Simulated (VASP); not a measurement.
TeW, 2 atoms in the cell. It takes space group F-43m (No. 216, cubic). The conventional cell has a = 6.124 Å, b = 6.124 Å, c = 6.124 Å, α = 90.00°, β = 90.00°, γ = 90.00°. W (site symmetry -43m) has 4 Te at 2.65 Å within 3.5 Å. Within 3.5 Å of Te (site symmetry -43m) lie 4 W at 2.65 Å. 

| Property | Result |
| --- | --- |
| Program | VASP 6.6.1 |
| Task | single point |
| Functional | PBE |
| Potentials or basis | VASP PAW PBE potentials, release 64 (W_sv, Te) |
| Cutoff | 520 eV |
| k mesh | 12 × 12 × 12 |
| Occupations | gaussian, width 0.1 eV |
| Spin | collinear spin |
| Starting moments | [0.2, -0.01] μB |
| Fixed moment | 0.25 μB |
| Dipole correction | no |
| Further INCAR settings | ALGO = Normal; EDIFF = 1e-07; NBANDS = 21 |

Potentials or basis: VASP PAW PBE potentials, release 64 (W_sv, Te).

Launch:

```bash
$ cat potpaw_PBE.64/W_sv/POTCAR potpaw_PBE.64/Te/POTCAR > POTCAR
$ mpirun -np 1 vasp_std > vasp.out
```

Hardware: 1 thread of Intel Xeon 8259CL, on a shared host.

Question: How long does it take, and how much memory?

Answer: It took 2.7 min on 1 thread of Intel Xeon 8259CL, on a shared host, peak memory 0.29 GiB. Counts: scf iterations 13, k points 72.
